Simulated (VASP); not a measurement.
SiW (zincblende type):

```
W Si
1.0
     0.00000    2.92940    2.92940
     2.92940    0.00000    2.92940
     2.92940    2.92940    0.00000
W Si
1 1
Direct
  0.00000 0.00000 0.00000
  0.25000 0.25000 0.25000
```

```yaml
Program: VASP 6.6.1
Task: relaxation of cell and atoms
Functional: PBE
Potentials_or_basis: VASP PAW PBE potentials, release 64 (W_sv, Si)
Cutoff: 600 eV
k_mesh: 11 × 11 × 11
Occupations: fermi-dirac, width 0.08 eV
Spin: no spin polarisation
```

At the start: pressure -11.9 GPa; volume 25.14 Å³/atom.

Question: Where does the relaxation end?

Answer: Over 7 steps the energy falls by 141.1 meV/atom and the volume is 21.77 Å³/atom (-13.4 %); space group F-43m (No. 216, to 0.1 Å) before and after.

The path:
```tsv
step	energy change (eV)	largest force (eV/Å)	pressure (GPa)	volume (Å³)
1	0.0000	0.0000	-11.87	50.28
2	0.0353	0.0000	20.21	37.90
3	-0.2820	0.0000	-0.39	43.70
4	-0.2821	0.0000	-0.06	43.57
5	-0.2821	0.0000	0.27	43.44
6	-0.2821	0.0000	-0.26	43.65
7	-0.2822	0.0000	0.01	43.54
```

Final structure:
```
W Si
1.0
     0.00000    2.79233    2.79233
     2.79233    0.00000    2.79233
     2.79233    2.79233    0.00000
W Si
1 1
Direct
  0.00000 0.00000 0.00000
  0.25000 0.25000 0.25000
```
